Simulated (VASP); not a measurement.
Crystal: Mn3SnN.

```
Mn Sn N
1.0
     3.87894    0.00000    0.00000
     0.00000    3.87894    0.00000
     0.00000    0.00000    3.87894
Mn Sn N
3 1 1
Direct
  0.00000 0.50000 0.50000
  0.50000 0.50000 0.00000
  0.50000 0.00000 0.50000
  0.00000 0.00000 0.00000
  0.50000 0.50000 0.50000
```

Base run:

| Item | Value |
| --- | --- |
| Program | VASP 6.6.1 |
| Functional | PBEsol |
| Potentials or basis | VASP PAW PBE potentials, release 64 (Mn_pv, Sn_d, N) |
| Cutoff | 520 eV |
| k mesh | 7 × 7 × 7 |
| Occupations | fermi-dirac, width 0.1 eV |
| Spin | collinear spin, ferromagnetic start |
| Starting moments | [4.0, 4.0, 4.0, 0.0, 0.0] μB |

Its results: pressure -9.7 GPa; net moment 2.83 μB per cell; site moments Mn +1.00; Sn -0.11; N -0.08 μB.

Problem. After a change of settings the same cell gave: pressure 0.8 GPa; net moment 5.84 μB per cell; site moments Mn +1.97; Sn -0.12; N -0.02 μB. Which change was it?
A. k mesh from 7 × 7 × 7 to 5 × 5 × 5; further incar settings from ALGO = Normal; EDIFF = 1e-07; NBANDS = 41 to ALGO = Normal; EDIFF = 1e-06; NBANDS = 41
B. k mesh from 7 × 7 × 7 to 3 × 3 × 3; further incar settings from ALGO = Normal; EDIFF = 1e-07; NBANDS = 41 to ALGO = Normal; EDIFF = 1e-06; NBANDS = 41
C. k mesh from 7 × 7 × 7 to 6 × 6 × 6; further incar settings from ALGO = Normal; EDIFF = 1e-07; NBANDS = 41 to ALGO = Normal; EDIFF = 1e-06; NBANDS = 41
D. k mesh from 7 × 7 × 7 to 2 × 2 × 2

Solution. D.

Caveats: some runs use coarse meshes; the PAW data sets were made with another functional, which shifts forces and pressure a little; only a ferromagnetic start was run, and an antiferromagnetic order may lie lower in energy; the cell stands under tension (at least some runs).
